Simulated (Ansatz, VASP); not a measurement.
# Two plane-wave programs on As

The input INCAR:

```
PREC = Accurate
ENCUT = 600
EDIFF = 1E-6
ISMEAR = 0
SIGMA = 0.1
LREAL = F
LASPH = T
NELM = 60
ALGO = Normal
ISIF = 3
LWAVE = F
LCHARG = F
GGA = PE
IBRION = 2
NSW = 90
EDIFFG = -0.04
```

Contents of KPOINTS:

```
regular mesh
0
Gamma
  4 4 4
```

The input POSCAR:

```
As
1.0
   -3.5050532000      3.5050532000      3.5050532000
    3.5050532000     -3.5050532000      3.5050532000
    3.5050532000      3.5050532000     -3.5050532000
As
8
Direct
    0.2006000000      0.2006000000      0.2006000000
    0.5000000000      0.0000000000      0.2994000000
    0.2994000000      0.5000000000      0.0000000000
    0.0000000000      0.2994000000      0.5000000000
    0.7994000000      0.7994000000      0.7994000000
    0.5000000000      0.0000000000      0.7006000000
    0.7006000000      0.5000000000      0.0000000000
    0.0000000000      0.7006000000      0.5000000000
```

Input for Ansatz:

```yaml
crystal:
  lattice:
    - [-3.5050532, 3.5050532, 3.5050532]
    - [3.5050532, -3.5050532, 3.5050532]
    - [3.5050532, 3.5050532, -3.5050532]
  atoms:
    - { symbol: As, position: [0.2006, 0.2006, 0.2006] }
    - { symbol: As, position: [0.5, 0.0, 0.2994] }
    - { symbol: As, position: [0.2994, 0.5, 0.0] }
    - { symbol: As, position: [0.0, 0.2994, 0.5] }
    - { symbol: As, position: [0.7994, 0.7994, 0.7994] }
    - { symbol: As, position: [0.5, 0.0, 0.7006] }
    - { symbol: As, position: [0.7006, 0.5, 0.0] }
    - { symbol: As, position: [0.0, 0.7006, 0.5] }
basis:
  ecutwfc: 420
kpoints:
  mp_grid: { grid: [4, 4, 4] }
hamiltonian:
  xc: pbe
scf:
  occupations: { method: gaussian, width: 0.1 }
  lower_state_search: "off"
output:
  forces: true
  stress: true
  eigenvalues: true
relax:
  adjacent_minimum: "off"
  f_tol: 0.04
  max_steps: 70
  cell: { stress_tol: 0.4 }
```

Alike in both runs: task relaxation of cell and atoms; functional PBE; k mesh 4 × 4 × 4; occupations gaussian, width 0.1 eV; no spin polarisation.

|  | VASP | Ansatz |
| --- | --- | --- |
| version | VASP 6.6.1 | Ansatz 0.2.0 |
| potentials or method | VASP PAW PBE potentials, release 64 (As), cutoff 600 eV | scalar-relativistic, plane waves, PAW |
| valence electrons in the cell | 40 | 120 |

Ansatz gave:

```
gap on the k mesh at the Fermi level, each at its own relaxed structure (eV) : none
relaxed volume (Å³/atom)                                                     : 25.54
relaxed cell length with the largest relative difference (Å)                 : 6.426
```

**Question.** Estimate VASP's values.

**Answer.** gap on the k mesh at the Fermi level, each at its own relaxed structure (eV): none; relaxed volume (Å³/atom): 25.64; relaxed cell length with the largest relative difference (Å): 6.435.

A gap of «none» marks a metal or a gap that the smearing closes. VASP's potentials hold 40 valence electrons a cell and Ansatz's 120, so a difference there can come from the potentials and not from the codes.

Noted on VASP's run: the volume moved by over 15 % at a fixed basis, so the end points are rough.
